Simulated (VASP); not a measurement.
# Cu (Fm-3m) in VASP: settings compared

Aim: see how the results for Cu move with the level of theory and the settings. Levels: revPBE+D3(BJ), PBEsol. Tasks: single point.

All numbers are computed with VASP 6.6.1; they aren't measurements. Logs are shortened: lines on timing, memory, paths and dates and some standing lists are left out, and cuts for length are marked.

## 1. The cell of the first run

It takes space group Fm-3m (No. 225, cubic). The conventional cell has a = 3.639 Å, b = 3.639 Å, c = 3.639 Å, α = 90.00°, β = 90.00°, γ = 90.00°. Within 3.4 Å of Cu (site symmetry m-3m) lie 12 Cu at 2.57 Å.

## 2. Single point, revPBE+D3(BJ)

INCAR

```
PREC = Accurate
ENCUT = 600
EDIFF = 1E-6
ISMEAR = -1
SIGMA = 0.05
LREAL = F
LASPH = T
NELM = 120
ALGO = Normal
ISIF = 2
LWAVE = F
LCHARG = F
GGA = RE
IVDW = 12
NBANDS = 12
GGA_COMPAT = F
```

KPOINTS

```
regular mesh
0
Gamma
  13 13 13
```

POSCAR

```
Cu
1.0
    0.0000000000      1.8194705475      1.8194705475
    1.8194705475      0.0000000000      1.8194705475
    1.8194705475      1.8194705475      0.0000000000
Cu
1
Direct
    0.0000000000      0.0000000000      0.0000000000
```

Potentials or basis: VASP PAW PBE potentials, release 64 (Cu).

The run is started by

```
> cat potpaw_PBE.64/Cu/POTCAR > POTCAR
> mpirun -np 1 vasp_std > vasp.out
```

OUTCAR:

```text
PREC = Accurate
   ENCUT = 600
   EDIFF = 1E-6
   ISMEAR = -1
   LREAL = F
   LASPH = T
   NELM = 120
   ISIF = 2
   GGA = RE
   IVDW = 12
 IVDW          = 12

 ion  position               nearest neighbor table
   1  0.000  0.000  0.000-

  LATTYP: Found a face centered cubic cell.
 ALAT       =     3.6389410950

  Lattice vectors:

 A1 = (   0.0000000000,   1.8194705475,   1.8194705475)
 A2 = (   1.8194705475,   0.0000000000,   1.8194705475)
 A3 = (   1.8194705475,   1.8194705475,   0.0000000000)

Analysis of symmetry for initial positions (statically):
=====================================================================
 Subroutine PRICEL returns:
 Original cell was already a primitive cell.

 Routine SETGRP: Setting up the symmetry group for a
 face centered cubic supercell.

 Subroutine GETGRP returns: Found 48 space group operations
[... 9 lines left out ...]

 Routine SETGRP: Setting up the symmetry group for a
 face centered cubic supercell.

 Subroutine GETGRP returns: Found 48 space group operations
[... 11 lines left out ...]
                                     Primitive cell

  volume of cell :      12.0466

  direct lattice vectors                    reciprocal lattice vectors
     0.000000000  1.819470547  1.819470547    -0.274805218  0.274805218  0.274805218
     1.819470547  0.000000000  1.819470547     0.274805218 -0.274805218  0.274805218
     1.819470547  1.819470547  0.000000000     0.274805218  0.274805218 -0.274805218

  length of vectors
     2.573119925  2.573119925  2.573119925     0.475976599  0.475976599  0.475976599

  position of ions in fractional coordinates (direct lattice)
     0.000000000  0.000000000  0.000000000

  ion indices of the primitive-cell ions
   primitive index   ion index
                 1           1

----------------------------------------------------------------------------------------

 KPOINTS: regular mesh

Automatic generation of k-mesh.
 Grid dimensions read from file:
 generate k-points for:   13   13   13

 Generating k-lattice:

  Cartesian coordinates                     Fractional coordinates (reciprocal lattice)
    -0.021138863  0.021138863  0.021138863     0.076923077  0.000000000  0.000000000
     0.021138863 -0.021138863  0.021138863     0.000000000  0.076923077  0.000000000
     0.021138863  0.021138863 -0.021138863     0.000000000  0.000000000  0.076923077

  Length of vectors
     0.036613585  0.036613585  0.036613585

  Shift w.r.t. Gamma in fractional coordinates (k-lattice)
     0.000000000  0.000000000  0.000000000

 Subroutine IBZKPT returns following result:
 ===========================================

 Found     84 irreducible k-points:

 Following reciprocal coordinates:
            Coordinates               Weight
  0.000000  0.000000  0.000000      1.000000
  0.076923  0.000000  0.000000      8.000000
  0.153846  0.000000  0.000000      8.000000
  0.230769  0.000000  0.000000      8.000000
  0.307692  0.000000  0.000000      8.000000
  0.384615  0.000000  0.000000      8.000000
[... 16 lines left out ...]
  0.384615  0.153846  0.000000     24.000000
  0.461538  0.153846  0.000000     24.000000
 [... further k-points ...]
   k-points           NKPTS =     84   k-points in BZ     NKDIM =     84   number of bands    NBANDS=     12
   number of dos      NEDOS =    301   number of ions     NIONS =      1
   total plane-waves  NPLWV =  13824
   dimension x,y,z NGX =    24 NGY =   24 NGZ =   24
   dimension x,y,z NGXF=    48 NGYF=   48 NGZF=   48
   ions per type =               1
   NGX,Y,Z   is equivalent  to a cutoff of  15.51, 15.51, 15.51 a.u.
   NGXF,Y,Z  is equivalent  to a cutoff of  31.01, 31.01, 31.01 a.u.
 SYSTEM =  unknown system
   PREC   = accura    normal or accurate (medium, high low for compatibility)
   ISTART =      0    job   : 0-new  1-cont  2-samecut
   ICHARG =      2    charge: 1-file 2-atom 10-const
   ISPIN  =      1    spin polarized calculation?
   LNONCOLLINEAR =      F non collinear calculations
   LSORBIT =      F    spin-orbit coupling
   LASPH  =      T    aspherical Exc in radial PAW
   ENCUT  =  600.0 eV  44.10 Ry    6.64 a.u.   5.14  5.14  5.14*2*pi/ulx,y,z
   NELM   =    120;   NELMIN=  2; NELMDL= -5     # of ELM steps
   EDIFF  = 0.1E-05   stopping-criterion for ELM
   LREAL  =      F    real-space projection
   EDIFFG = 0.1E-04   stopping-criterion for IOM
   NSW    =      0    number of steps for IOM
   IBRION =     -1    ionic relax: 0-MD 1-quasi-New 2-CG
   NFREE  =      0    steps in history (QN), initial steepest desc. (CG)
   ISIF   =      2    stress and relaxation
   ISYM   =      2    0-nonsym 1-usesym 2-fastsym
   POTIM  = 0.5000    time-step for ionic-motion
   TEBEG  =    0.0;   TEEND  =   0.0 temperature during run
   PSTRESS=    0.0 pullay stress
   NELECT =      11.0000    total number of electrons
   NUPDOWN=      -1.0000    fix difference up-down
   EMIN   =  10.00;   EMAX   =-10.00  energy-range for DOS
   EFERMI =   0.00;   METHOD = LEGACY
   ISMEAR =    -1;   SIGMA  =   0.05  broadening in eV -4-tet -1-fermi 0-gaus
   EFERMI_NEDOS =   21; number of points for ismear=-14 and -15
   IALGO  =     38    algorithm
   IMIX   =      4    mixing-type and parameters
     AMIX     =   0.40;   BMIX     =  1.00
     AMIX_MAG =   1.60;   BMIX_MAG =  1.00
  volume/ion in A,a.u.               =      12.05        81.29
  Fermi-wavevector in a.u.,A,eV,Ry     =   1.588245  3.001347 34.320977  2.522521
  Thomas-Fermi vector in A             =   2.687278
   LORBIT       =      0    0 simple, 1 ext, 2 COOP (PROOUT), +10 PAW based schemes
   GGA     = RE    functional components
   LHFCALC =     F    Hartree Fock is set to
   AEXX    =    0.0000 exact exchange contribution
   IVDW    =    12    specifies the selected vdW correction
   LEPSILON=     F    determine dielectric tensor
   LRPA    =     F    only Hartree local field effects (RPA)
 non-spin polarized calculation
  energy-cutoff  :      600.00
  volume of cell :       12.05
 maximum number of plane-waves:       415
 NGX is ok and might be reduce to    24
   NGX = 11   NGY = 11   NGZ = 11

 number of electron      10.9999999 magnetization

 Free energy of the ion-electron system (eV)
  ---------------------------------------------------
  ext. energy  EPLUGINS =         0.00000000
  ---------------------------------------------------
  free energy    TOTEN  =        -3.35078202 eV

  energy without entropy =       -3.34802497  energy(sigma->0) =       -3.34940350

 E-fermi :   7.6294     XC(G=0): -12.5118

 val. band max:        7.4386828164   @ k =   0.4615   0.2308   0.0000
 cond. band min:       7.6469819495   @ k =   0.4615   0.3077   0.0000
 fundamental gap:      0.2082991331
 Fermi energy:         7.6294071681

 k-point     1 :       0.0000    0.0000    0.0000
  band No.  band energies     occupation
      1      -1.7392      2.00000
      2       4.4864      2.00000
      3       4.4864      2.00000
      4       4.4864      2.00000
      5       5.2805      2.00000
      6       5.2805      2.00000
      7      29.8485      0.00000
      8      32.4106      0.00000
      9      32.4106      0.00000
     10      32.4106      0.00000
     11      34.8609      0.00000
     12      34.8609      0.00000

 k-point     2 :       0.0769    0.0000    0.0000
  band No.  band energies     occupation
      1      -1.5270      2.00000
      2       4.4430      2.00000
      3       4.5250      2.00000
      4       4.5250      2.00000
      5       5.2659      2.00000
      6       5.2659      2.00000
      7      28.3903      0.00000
      8      30.7417      0.00000
      9      31.7947      0.00000
     10      31.7947      0.00000
     11      35.7763      0.00000
     12      35.7763      0.00000

 k-point     3 :       0.1538    0.0000    0.0000
  band No.  band energies     occupation
      1      -0.9047      2.00000
      2       4.3370      2.00000
      3       4.6083      2.00000
      4       4.6083      2.00000
      5       5.2524      2.00000
      6       5.2524      2.00000
      7      24.5611      0.00000
      8      30.3159      0.00000
      9      30.8798      0.00000
     10      30.8798      0.00000
     11      36.7087      0.00000
     12      37.2097      0.00000

 k-point     4 :       0.2308    0.0000    0.0000
  band No.  band energies     occupation
      1       0.0713      2.00000
      2       4.2464      2.00000
      3       4.6437      2.00000
      4       4.6437      2.00000
      5       5.3239      2.00000
      6       5.3239      2.00000
      7      20.6766      0.00000
      8      29.8523      0.00000
      9      30.1483      0.00000
     10      30.1483      0.00000
     11      36.0873      0.00000
     12      36.0873      0.00000

 k-point     5 :       0.3077    0.0000    0.0000
  band No.  band energies     occupation
      1       1.2306      2.00000
      2       4.3505      2.00000
      3       4.5905      2.00000
      4       4.5905      2.00000
      5       5.5026      2.00000
      6       5.5026      2.00000
      7      17.0653      0.00000
      8      29.2460      0.00000
      9      29.6547      0.00000
     10      29.6547      0.00000
     11      34.3481      0.00000
     12      34.3481      0.00000

 k-point     6 :       0.3846    0.0000    0.0000
  band No.  band energies     occupation
      1       2.1301      2.00000
      2       4.5116      2.00000
      3       4.5116      2.00000
      4       5.0337      2.00000
      5       5.6953      2.00000
      6       5.6953      2.00000
      7      13.8780      0.00000
      8      28.7011      0.00000
      9      29.3829      0.00000
     10      29.3829      0.00000
     11      33.0391      0.00000
     12      33.0391      0.00000

 k-point     7 :       0.4615    0.0000    0.0000
  band No.  band energies     occupation
      1       2.4617      2.00000
      2       4.4606      2.00000
      3       4.4606      2.00000
      4       5.8148      2.00000
      5       5.8148      2.00000
      6       6.2325      2.00000
      7      11.5340      0.00000
      8      28.3884      0.00000
      9      29.2808      0.00000
     10      29.2808      0.00000
     11      32.3292      0.00000
     12      32.3292      0.00000

 k-point     8 :       0.0769    0.0769    0.0000
  band No.  band energies     occupation
      1      -1.4565      2.00000
      2       4.4049      2.00000
      3       4.5521      2.00000
      4       4.5521      2.00000
      5       5.2074      2.00000
      6       5.3103      2.00000
      7      28.9837      0.00000
      8      30.2482      0.00000
      9      30.2482      0.00000
     10      31.3529      0.00000
     11      36.3268      0.00000
     12      37.1630      0.00000
[... 166 lines left out ...]
 k-point    20 :       0.1538    0.1538    0.0000
  band No.  band energies     occupation
      1      -0.6315      2.00000
      2       4.1818      2.00000
      3       4.7436      2.00000
      4       4.7436      2.00000
      5       5.0202      2.00000
      6       5.3933      2.00000
      7      27.4484      0.00000
      8      27.4484      0.00000
      9      27.5916      0.00000
     10      29.4075      0.00000
     11      33.3897      0.00000
     12      39.4974      0.00000

 k-point    21 :       0.2308    0.1538    0.0000
  band No.  band energies     occupation
      1       0.0858      2.00000
      2       4.0415      2.00000
      3       4.7549      2.00000
      4       4.8534      2.00000
      5       5.0686      2.00000
      6       5.4634      2.00000
      7      23.7865      0.00000
      8      26.2976      0.00000
      9      27.6886      0.00000
     10      29.4444      0.00000
     11      31.9743      0.00000
     12      39.4695      0.00000

 k-point    22 :       0.3077    0.1538    0.0000
  band No.  band energies     occupation
      1       1.0905      2.00000
      2       3.9406      2.00000
      3       4.5869      2.00000
      4       4.8788      2.00000
      5       5.4287      2.00000
      6       5.5995      2.00000
      7      20.0096      0.00000
      8      25.5569      0.00000
      9      26.8687      0.00000
     10      28.4297      0.00000
     11      33.7215      0.00000
     12      38.7222      0.00000

 k-point    23 :       0.3846    0.1538    0.0000
  band No.  band energies     occupation
      1       2.1291      2.00000
      2       3.9836      2.00000
      3       4.4372      2.00000
      4       4.8255      2.00000
      5       5.7574      2.00000
      6       6.0480      2.00000
      7      16.5094      0.00000
      8      25.2602      0.00000
      9      25.5029      0.00000
     10      27.7694      0.00000
     11      36.5405      0.00000
     12      38.0339      0.00000

 k-point    24 :       0.4615    0.1538    0.0000
  band No.  band energies     occupation
      1       2.7395      2.00000
      2       4.1433      2.00000
      3       4.4992      2.00000
      4       4.7526      2.00000
      5       5.8467      2.00000
      6       7.1242      1.99992
      7      13.4422      0.00000
      8      24.1196      0.00000
      9      25.4422      0.00000
     10      27.6201      0.00000
     11      37.2602      0.00000
     12      37.3722      0.00000

 [... further k-points ...]

------------------------ aborting loop because EDIFF is reached ----------------------------------------

 Edisp (eV)   -1.10249

 E8    (eV) :    -0.7667

  FORCE on cell =-STRESS in cart. coord.  units (eV):
  Direction    XX          YY          ZZ          XY          YZ          ZX
  --------------------------------------------------------------------------------------
  -------------------------------------------------------------------------------------
  Total      -0.93555    -0.93555    -0.93555     0.00000     0.00000     0.00000
  in kB    -124.42590  -124.42590  -124.42590     0.00000     0.00000     0.00000
  external pressure =     -124.43 kB  Pullay stress =        0.00 kB

 VOLUME and BASIS-vectors are now :
 -----------------------------------------------------------------------------
  energy-cutoff  :      600.00
  volume of cell :       12.05
      direct lattice vectors                 reciprocal lattice vectors
     0.000000000  1.819470547  1.819470547    -0.274805218  0.274805218  0.274805218
     1.819470547  0.000000000  1.819470547     0.274805218 -0.274805218  0.274805218
     1.819470547  1.819470547  0.000000000     0.274805218  0.274805218 -0.274805218

 POSITION                                       TOTAL-FORCE (eV/Angst)
 -----------------------------------------------------------------------------------
      0.00000      0.00000      0.00000        -0.000000      0.000000     -0.000000
 -----------------------------------------------------------------------------------
    total drift:                               -0.000000      0.000000      0.000000

  FREE ENERGIE OF THE ION-ELECTRON SYSTEM (eV)
  ---------------------------------------------------
  free  energy   TOTEN  =        -4.4532677479 eV

  energy  without entropy=       -4.4505107017  energy(sigma->0) =       -4.45188922
```

Run time: 13 s. Hardware: 1 thread of Intel Xeon Platinum 8488C (Sapphire Rapids), shared host; peak memory 0.15 GiB.

Results:

| Quantity | Value |
| --- | --- |
| Free energy | -4.4533 eV |
| Pressure | -12.4 GPa |
| Dispersion energy per atom | -1.102 eV |

Levels at points of the mesh, in eV from the Fermi level:
```csv
k point,band 3,band 4,band 5,band 6,band 7,band 8,band 9,band 10
"(0.00, 0.00, 0.00)",-3.14,-3.14,-2.35,-2.35,22.22,24.78,24.78,24.78
```

Caveat: the PAW data sets were made with another functional, which shifts forces and pressure a little; pairwise dispersion overbinds metals, which lowers pressure and volume.

(Part 1 of 2 ends here.)
